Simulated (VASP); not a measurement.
# Ni in VASP: further runs, part 2 of 2

VASP 6.6.1.

## Step 3: Single point, r2SCAN, collinear spin, antiferromagnetic start

This run uses another cell than the first one: it holds 2 atoms, not 1.

Contents of POSCAR:

```
Ni
1.0
    2.4578022775      0.0000000000      0.0000000000
    0.0000000000      2.4578022775      0.0000000000
    0.0000000000      0.0000000000      3.4806723385
Ni
2
Direct
    0.0000000000      0.0000000000      0.0000000000
    0.5000000000      0.5000000000      0.5000000000
```

Contents of INCAR.step1:

```
PREC = Accurate
ENCUT = 520
ISMEAR = -1
SIGMA = 0.05
LREAL = F
LASPH = T
NELM = 150
ISPIN = 2
MAGMOM = 0.8 -0.8
LMAXMIX = 4
NBANDS = 21
GGA = PE
ALGO = Normal
EDIFF = 1E-4
LWAVE = T
LCHARG = F
```

Contents of INCAR.step2:

```
PREC = Accurate
ENCUT = 520
EDIFF = 1E-6
ISMEAR = -1
SIGMA = 0.05
LREAL = F
LASPH = T
NELM = 150
ALGO = Normal
ISIF = 2
LWAVE = F
LCHARG = F
ISPIN = 2
MAGMOM = 0.8 -0.8
LORBIT = 11
LMAXMIX = 4
METAGGA = R2SCAN
LMIXTAU = T
NBANDS = 21
ISTART = 1
```

Contents of KPOINTS:

```
Automatic mesh
0
Gamma
  13 13 9
```

Potentials or basis: VASP PAW PBE potentials, release 64 (Ni).

Command:

```
$ cat potpaw_PBE.64/Ni/POTCAR > POTCAR
$ cp INCAR.step1 INCAR
$ mpirun -np 1 vasp_std > vasp.out
$ cp INCAR.step2 INCAR
$ mpirun -np 1 vasp_std > vasp.out
```

Run time: 9.1 min. Hardware: 1 thread of Intel Xeon 8259CL, shared host; peak memory 0.2 GiB.

The run converged. Its results:

- Free energy: -23.6932 eV
- Pressure: -1.2 GPa
- Band gap on the k mesh: zero (filled and empty bands overlap)
- Net moment: 0.00 μB per cell
- Site moments: Ni +0.26, -0.26 μB
- Valence electrons inside the program's atomic spheres: Ni 9.41

Stress tensor (GPa, compression positive):
```
-1.37  0.00  0.00
 0.00 -1.37  0.00
 0.00  0.00 -0.98
```

Levels at points of the mesh, in eV from the Fermi level:
Spin up:
| k point | band 6 | band 7 | band 8 | band 9 | band 10 | band 11 | band 12 | band 13 | band 14 | band 15 |
| --- | --- | --- | --- | --- | --- | --- | --- | --- | --- | --- |
| (0.00, 0.00, 0.00) | -1.94 | -0.93 | -0.88 | -0.16 | 0.17 | 0.17 | 2.71 | 10.15 | 16.12 | 16.12 |
Spin down:
```csv
k point,band 7,band 8,band 9,band 10,band 11,band 12,band 13,band 14
"(0.00, 0.00, 0.00)",-0.93,-0.88,-0.16,0.17,0.17,2.71,10.15,16.12
```

Caveat: the PAW data sets were made with another functional, which shifts forces and pressure a little.

## Step 4: Single point, r2SCAN

Contents of POSCAR:

```
Ni
1.0
    0.0000000000      1.7330608636      1.7330608636
    1.7330608636      0.0000000000      1.7330608636
    1.7330608636      1.7330608636      0.0000000000
Ni
1
Direct
    0.0000000000      0.0000000000      0.0000000000
```

Contents of INCAR.step1:

```
SYSTEM = Ni
PREC = Accurate
ENCUT = 520
ISMEAR = -1
SIGMA = 0.1
LREAL = .False.
LASPH = .True.
NELM = 100
NBANDS = 11
GGA = PE
ALGO = Normal
EDIFF = 1E-4
LWAVE = .True.
LCHARG = .False.
```

Contents of INCAR.step2:

```
SYSTEM = Ni
PREC = Accurate
ENCUT = 520
EDIFF = 1E-7
ISMEAR = -1
SIGMA = 0.1
LREAL = .False.
LASPH = .True.
NELM = 100
ALGO = Normal
ISIF = 2
LWAVE = .False.
LCHARG = .True.
METAGGA = R2SCAN
LMIXTAU = .True.
LELF = .True.
LVHAR = .True.
NBANDS = 11
ISTART = 1
```

Contents of KPOINTS:

```
Automatic mesh
0
Gamma
  15 15 15
  0 0 0
```

Command:

```
$ cat potpaw_PBE.64/Ni/POTCAR > POTCAR
$ cp INCAR.step1 INCAR
$ mpirun -np 1 vasp_std > vasp.out
$ cp INCAR.step2 INCAR
$ mpirun -np 1 vasp_std > vasp.out
```

Run time: 32 s. Hardware: 1 thread of AMD EPYC 9R45 (Zen 5), shared host; peak memory 0.1 GiB.

The run converged. Its results:

```
Free energy            : -11.8746 eV
Pressure               : 0.6 GPa
Band gap on the k mesh : zero (bands 5 and 6 overlap by 1.11 eV)
```

Levels at points of the mesh, in eV from the Fermi level:
```tsv
k point	band 1	band 2	band 3	band 4	band 5	band 6	band 7	band 8	band 9	band 10
(0.00, 0.00, 0.00)	-9.50	-2.02	-2.02	-2.02	-0.90	-0.90	25.13	29.80	29.80	29.80
```

Caveat: the PAW data sets were made with another functional, which shifts forces and pressure a little; the run has no spin polarisation, though such a crystal can be magnetic. Spin polarisation is off, so any magnetic state and its effect on volume and gap are missing.

## Step 5: Single point, r2SCAN, collinear spin, ferromagnetic start

This run uses another cell than the first one, of 10.50 Å³/atom.

Contents of POSCAR:

```
Ni
1.0
    0.0000000000      1.7380692794      1.7380692794
    1.7380692794      0.0000000000      1.7380692794
    1.7380692794      1.7380692794      0.0000000000
Ni
1
Direct
    0.0000000000      0.0000000000      0.0000000000
```

Contents of INCAR.step1:

```
SYSTEM = Ni
PREC = Accurate ; ENCUT = 520
ISMEAR = -1 ; SIGMA = 0.05
LREAL = .False. ; LASPH = .True.
NELM = 150 ; ISPIN = 2
MAGMOM = 0.8 ; LMAXMIX = 4
NBANDS = 15 ; GGA = PE
ALGO = Normal ; EDIFF = 1E-4
LWAVE = .True. ; LCHARG = .False.
```

Contents of INCAR.step2:

```
SYSTEM = Ni
PREC = Accurate ; ENCUT = 520
EDIFF = 1E-6 ; ISMEAR = -1
SIGMA = 0.05 ; LREAL = .False.
LASPH = .True. ; NELM = 150
ALGO = Normal ; ISIF = 2
LWAVE = .False. ; LCHARG = .False.
ISPIN = 2 ; MAGMOM = 0.8
LORBIT = 11 ; LMAXMIX = 4
METAGGA = R2SCAN ; LMIXTAU = .True.
NBANDS = 15 ; ISTART = 1
```

KPOINTS is that of step 4.

Command:

```
$ cat potpaw_PBE.64/Ni/POTCAR > POTCAR
$ cp INCAR.step1 INCAR
$ mpirun -np 1 vasp_std > vasp.out
$ cp INCAR.step2 INCAR
$ mpirun -np 1 vasp_std > vasp.out
```

It took 80 s on 1 thread of AMD EPYC 9R45 (Zen 5), shared host; peak memory 0.11 GiB.

It converged, with:

```
Free energy                                           : -11.9499 eV
Pressure                                              : 0.5 GPa
Net moment                                            : 0.69 μB per cell
Site moments                                          : Ni +0.71 μB
Valence electrons inside the program's atomic spheres : Ni 9.41
```

Levels at points of the mesh, in eV from the Fermi level:
Spin up:
```tsv
k point	band 1	band 2	band 3	band 4	band 5	band 6	band 7	band 8	band 9	band 10
(0.00, 0.00, 0.00)	-9.65	-3.00	-3.00	-3.00	-1.65	-1.65	24.86	29.30	29.30	29.30
```
Spin down:
```
           k point  band 3  band 4  band 5  band 6  band 7  band 8
(0.00, 0.00, 0.00)   -1.72   -1.72   -0.94   -0.94   24.61   29.40
```

Caveat: the PAW data sets were made with another functional, which shifts forces and pressure a little.

## Step 6: Relaxation of cell and atoms, r2SCAN

This run uses another cell than the first one, of 10.94 Å³/atom.

Contents of POSCAR:

```
Ni
1.0
    0.0000000000      1.7619400000      1.7619400000
    1.7619400000      0.0000000000      1.7619400000
    1.7619400000      1.7619400000      0.0000000000
Ni
1
Direct
    0.0000000000      0.0000000000      0.0000000000
```

Contents of INCAR.step1:

```
SYSTEM = Ni
  ALGO = Normal
  EDIFF = 1E-4
  ENCUT = 600
  GGA = PE
  ISMEAR = -1
  LASPH = .TRUE.
  LCHARG = .FALSE.
  LREAL = .FALSE.
  LWAVE = .TRUE.
  NELM = 80
  PREC = Accurate
  SIGMA = 0.1
```

Contents of INCAR.step2:

```
SYSTEM = Ni
  ALGO = Normal
  EDIFF = 1E-7
  EDIFFG = -0.01
  ENCUT = 600
  IBRION = 2
  ISIF = 3
  ISMEAR = -1
  ISTART = 1
  LASPH = .TRUE.
  LCHARG = .FALSE.
  LMIXTAU = .TRUE.
  LREAL = .FALSE.
  LWAVE = .FALSE.
  METAGGA = R2SCAN
  NELM = 80
  NSW = 80
  PREC = Accurate
  SIGMA = 0.1
```

Contents of KPOINTS:

```
k-points
0
G
  15 15 15
  0 0 0
```

Potentials or basis: VASP PAW PBE potentials, release 64 (Ni).

Command:

```
$ cat potpaw_PBE.64/Ni/POTCAR > POTCAR
$ cp INCAR.step1 INCAR
$ mpirun -np 1 vasp_std > vasp.out
$ cp INCAR.step2 INCAR
$ mpirun -np 1 vasp_std > vasp.out
```

Run time: 99 s. Hardware: 1 thread of AMD EPYC 9R45 (Zen 5), shared host; peak memory 0.11 GiB.

Results (log left out):

| Quantity | Value |
| --- | --- |
| Free energy | -11.8757 eV |
| Relaxed volume | 10.43 Å³/atom |
| Relaxed cell | a = 2.453 Å, b = 2.453 Å, c = 2.453 Å, α = 60.00°, β = 60.00°, γ = 60.00° |
| Space group after relaxing (to 0.1 Å) | Fm-3m (No. 225) |
| Energy gained by relaxing | 16.1 meV/atom |
| Ionic steps | 3 |
| Pressure after relaxing | -0.1 GPa |
| Band gap on the k mesh | zero (bands 5 and 6 overlap by 1.10 eV) |

The path:
```csv
step,energy change (eV),largest force (eV/Å),pressure (GPa),volume (Å³)
1,0.0000,0.0000,-9.60,10.94
2,0.0020,0.0000,12.33,9.93
3,-0.0161,0.0000,-0.07,10.43
```

Final structure:
```
Ni
1.0
     0.00000    1.73427    1.73427
     1.73427    0.00000    1.73427
     1.73427    1.73427    0.00000
Ni
1
Direct
  0.00000 0.00000 0.00000
```

Levels at points of the mesh, in eV from the Fermi level:
| k point | band 3 | band 4 | band 5 | band 6 | band 7 | band 8 |
| --- | --- | --- | --- | --- | --- | --- |
| (0.00, 0.00, 0.00) | -2.01 | -2.01 | -0.90 | -0.90 | 25.11 | 29.77 |

Caveat: the PAW data sets were made with another functional, which shifts forces and pressure a little; the run has no spin polarisation, though such a crystal can be magnetic. Spin polarisation is off, so any magnetic state and its effect on volume and gap are missing.

## Step 7: The runs side by side

| task | spin | cell | k mesh | cutoff (eV) | smearing | gap on the mesh (eV) | pressure (GPa) | moment (μB) |
| --- | --- | --- | --- | --- | --- | --- | --- | --- |
| single point | off | a = 2.451 Å, angles 60.0°, 1 atom, atomic positions A | 15 × 15 × 15 | 520 | methfessel-paxton 0.3 eV | none | 0.1 | - |
| single point | collinear, antiferromagnetic start | a = 2.458, b = 2.458, c = 3.481 Å, 2 atoms, atomic positions B | 13 × 13 × 9 | 520 | fermi-dirac 0.05 eV | none | -1.2 | 0.00 |
| single point | off | a = 2.451 Å, angles 60.0°, 1 atom, atomic positions A | 15 × 15 × 15 | 520 | fermi-dirac 0.1 eV | none | 0.6 | - |
| single point | collinear, ferromagnetic start | a = 2.458 Å, angles 60.0°, 1 atom, atomic positions A | 15 × 15 × 15 | 520 | fermi-dirac 0.05 eV | none | 0.5 | 0.69 |
| relaxation of cell and atoms | off | relaxed from a = 2.492 Å, angles 60.0°, 1 atom, atomic positions A | 15 × 15 × 15 | 600 | fermi-dirac 0.1 eV | none | -0.1 | - |

Alike in all rows: level r2SCAN; potentials or basis VASP PAW PBE potentials, release 64 (Ni).

Caveats: the PAW data sets were made with another functional, which shifts forces and pressure a little; so wide a smearing shifts energies and pressures (at least some runs).

Total energies depend on the potentials used, so only differences within one code and one set of settings carry meaning.
